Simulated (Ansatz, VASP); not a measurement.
# One calculation of AgCl, two programs

Contents of INCAR:

```
SYSTEM = AgCl
PREC = Accurate ; ENCUT = 520
EDIFF = 1E-7 ; ISMEAR = -1
SIGMA = 0.03 ; LREAL = .False.
LASPH = .True. ; NELM = 100
ALGO = Normal ; ISIF = 2
LWAVE = .False. ; LCHARG = .True.
GGA = PE ; LELF = .True.
LVHAR = .True. ; NBANDS = 26
```

KPOINTS

```
Automatic mesh
0
Gamma
  9 9 8
  0 0 0
```

The input POSCAR:

```
AgCl
1.0
    1.8896188000     -5.6121611882      0.0000000000
    1.8896188000      5.6121611882      0.0000000000
    0.0000000000      0.0000000000      3.9240373500
Ag Cl
2 2
Direct
    0.3965554000      0.6034446000      0.7500000000
    0.6034446000      0.3965554000      0.2500000000
    0.8654487300      0.1345512700      0.2500000000
    0.1345512700      0.8654487300      0.7500000000
```

Input for Ansatz:

```yaml
crystal:
  lattice:
    - [1.8896188, -5.6121611882, 0.0]
    - [1.8896188, 5.6121611882, 0.0]
    - [0.0, 0.0, 3.92403735]
  atoms:
    - { symbol: Ag, position: [0.3965554, 0.6034446, 0.75] }
    - { symbol: Ag, position: [0.6034446, 0.3965554, 0.25] }
    - { symbol: Cl, position: [0.86544873, 0.13455127, 0.25] }
    - { symbol: Cl, position: [0.13455127, 0.86544873, 0.75] }
kpoints:
  mp_grid: { grid: [9, 9, 8] }
  band_path:
    path:
      - [0.0, 0.0, 0.0]
      - [-0.5, 0.5, 0.0]
      - [-0.2783418463, 0.7216581537, 0.0]
      - [0.2783418463, 0.2783418463, 0.0]
      - [0.0, 0.0, 0.0]
      - [0.0, 0.0, 0.5]
      - [0.2783418463, 0.2783418463, 0.5]
      - [-0.2783418463, 0.7216581537, 0.5]
      - [-0.5, 0.5, 0.5]
    npoints: 5
scf:
  occupations: { method: fermi_dirac, width: 0.03 }
hamiltonian:
  xc: pbe
  pseudopotentials: { kind: all_electron, lapw: { basis_error: 0.001 } }
output:
  forces: true
  stress: true
  eigenvalues: true
```

Change from the starting cell: equal xx and yy strain of +1 %.

Alike in both runs: task single point; functional PBE; k mesh 9 × 9 × 8; occupations fermi-dirac, width 0.03 eV; no spin polarisation.

```csv
,VASP,Ansatz
version,VASP 6.6.1,Ansatz 0.2.0
potentials or method,"VASP PAW PBE potentials, release 64 (Ag, Cl), cutoff 520 eV","all-electron LAPW, scalar-relativistic"
```

VASP gave:

| Quantity | Value |
| --- | --- |
| pressure (GPa) | 0.6 |
| traceless stress, the component that is largest in VASP (GPa) | 0.31 |
| rms of the force components (eV/Å) | 0.011 |

What did Ansatz give for the same quantities?

Pressure (GPa): 0.7; traceless stress, the component that is largest in VASP (GPa): 0.26; rms of the force components (eV/Å): 0.011.

Atom by atom the forces differ by 0.002 eV/Å (rms over components). Ansatz ran all-electron here, and VASP with PAW potentials.
